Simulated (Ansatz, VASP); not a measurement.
## Ru: VASP beside Ansatz

INCAR

```
ALGO     = Fast           # electronic algorithm
EDIFF    = 1E-6           # SCF threshold, eV
ENCUT    = 520            # plane-wave cutoff, eV
GGA      = PE             # functional
ISIF     = 2              # what is computed and relaxed
ISMEAR   = -1             # smearing method
LASPH    = T              # aspherical terms in the spheres
LCHARG   = F              # write CHGCAR
LREAL    = F              # projectors in reciprocal space
LWAVE    = F              # write WAVECAR
NBANDS   = 21             # bands
NELM     = 80             # most SCF steps
PREC     = Accurate       # precision mode
SIGMA    = 0.05           # smearing width, eV
```

The input KPOINTS:

```
k-points
0
Gamma
  9 9 5
```

The input POSCAR:

```
Ru
1.0
    2.7058000000      0.0000000000      0.0000000000
   -1.3529000000      2.3432915376      0.0000000000
    0.0000000000      0.0000000000      4.3247190000
Ru
2
Direct
    0.6666666667      0.3333333333      0.7500000000
    0.3333333333      0.6666666667      0.2500000000
```

Contents of input.yaml:

```yaml
crystal:
  lattice:
    - [2.7058, 0.0, 0.0]
    - [-1.3529, 2.3432915376, 0.0]
    - [0.0, 0.0, 4.324719]
  atoms:
    - { symbol: Ru, position: [0.6666666667, 0.3333333333, 0.75] }
    - { symbol: Ru, position: [0.3333333333, 0.6666666667, 0.25] }
hamiltonian:
  xc: pbe
  pseudopotentials: { kind: paw }
kpoints:
  mp_grid: { grid: [9, 9, 5] }
  band_path:
    path:
      - [[0.0, 0.0, 0.0], [0.5, 0.0, 0.0], [0.3333333333, 0.3333333333, 0.0], [0.0, 0.0, 0.0], [0.0, 0.0, 0.5], [0.5, 0.0, 0.5], [0.3333333333, 0.3333333333, 0.5], [0.0, 0.0, 0.5]]
      - [[0.5, 0.0, 0.5], [0.5, 0.0, 0.0]]
      - [[0.3333333333, 0.3333333333, 0.0], [0.3333333333, 0.3333333333, 0.5]]
    npoints: 14
scf:
  occupations: { method: fermi_dirac, width: 0.05 }
  n_extra_bands: 6
output:
  forces: true
  stress: true
  eigenvalues: true
  fatbands: true
```

Alike in both runs: functional PBE; k mesh 9 × 9 × 5; occupations fermi-dirac, width 0.05 eV; no spin polarisation.

|  | VASP | Ansatz |
| --- | --- | --- |
| version | VASP 6.6.1 | Ansatz 0.2.0 |
| potentials or method | VASP PAW PBE potentials, release 64 (Ru_pv) | Ansatz PAW |
| plane-wave cutoff (eV) | 520 | 420 |
| valence electrons in the cell | 28 | 32 |
| task | single point | band structure |

```tsv
	VASP	Ansatz	Ansatz less VASP
gap on the k mesh at the Fermi level (eV)	none	none	-
pressure (GPa)	0.9	1.0	+0.08
traceless stress, the component that is largest in VASP (GPa)	-3.48	-3.50	-0.014
```

A gap of «none» marks a metal or a gap that the smearing closes. With one functional, cell and mesh, what is left measures potentials, basis and numerics. VASP's potentials hold 28 valence electrons a cell and Ansatz's 32, so a difference there can come from the potentials and not from the codes.
